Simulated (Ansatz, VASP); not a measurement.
PtS2 in VASP and in Ansatz

The input INCAR:

```
SYSTEM = PtS2
PREC = Accurate
ENCUT = 520
EDIFF = 1E-6
ISMEAR = 0
SIGMA = 0.05
LREAL = .False.
LASPH = .True.
NELM = 80
ALGO = Normal
ISIF = 2
LWAVE = .False.
LCHARG = .False.
GGA = PE
NBANDS = 18
```

Contents of KPOINTS:

```
Automatic mesh
0
Gamma
  12 12 8
  0 0 0
```

POSCAR

```
PtS2
1.0
    3.5431994758      0.0000000000      0.0000000000
   -1.7715997379      3.0685007567      0.0000000000
    0.0000000000      0.0000000000      5.0388000000
Pt S
1 2
Direct
    0.1377195518      0.1008177091      0.0000000000
    0.3333333333      0.6666666667      0.2500000000
    0.6666666667      0.3333333333      0.7500000000
```

Input for Ansatz:

```yaml
crystal:
  lattice:
    - [3.5431994758, 0.0, 0.0]
    - [-1.7715997379, 3.0685007567, 0.0]
    - [0.0, 0.0, 5.0388]
  atoms:
    - { symbol: Pt, position: [0.1377195518, 0.1008177091, 0.0] }
    - { symbol: S, position: [0.3333333333, 0.6666666667, 0.25] }
    - { symbol: S, position: [0.6666666667, 0.3333333333, 0.75] }
basis:
  ecutwfc: 420
kpoints:
  mp_grid: { grid: [12, 12, 8] }
hamiltonian:
  xc: pbe
scf:
  occupations: { method: gaussian, width: 0.05 }
output:
  forces: true
  stress: true
  eigenvalues: true
```

Change from the starting cell: all Pt atoms moved +0.438 Å, as atom 1 along Cartesian [1 1 0].

Alike in both runs: task single point; functional PBE; k mesh 12 × 12 × 8; occupations gaussian, width 0.05 eV; no spin polarisation.

|  | VASP | Ansatz |
| --- | --- | --- |
| version | VASP 6.6.1 | Ansatz 0.2.0 |
| potentials or method | VASP PAW PBE potentials, release 64 (Pt, S), cutoff 520 eV | scalar-relativistic, plane waves, PAW |
| valence electrons in the cell | 22 | 30 |

VASP gave:

```
gap on the k mesh at the Fermi level (eV)                     : none
pressure (GPa)                                                : 15.6
traceless stress, the component that is largest in VASP (GPa) : -11.22
rms of the force components (eV/Å)                            : 3.164
```

Problem. Estimate Ansatz's values.

Solution. gap on the k mesh at the Fermi level (eV): none; pressure (GPa): 16.0; traceless stress, the component that is largest in VASP (GPa): -11.19; rms of the force components (eV/Å): 3.166.

Atom by atom the forces differ by 0.018 eV/Å (rms over components). A gap of «none» marks a metal or a gap that the smearing closes. With one functional, cell and mesh, what is left measures potentials, basis and numerics. VASP's potentials hold 22 valence electrons a cell and Ansatz's 30, so a difference there can come from the potentials and not from the codes.

Neither program's run includes spin-orbit coupling.
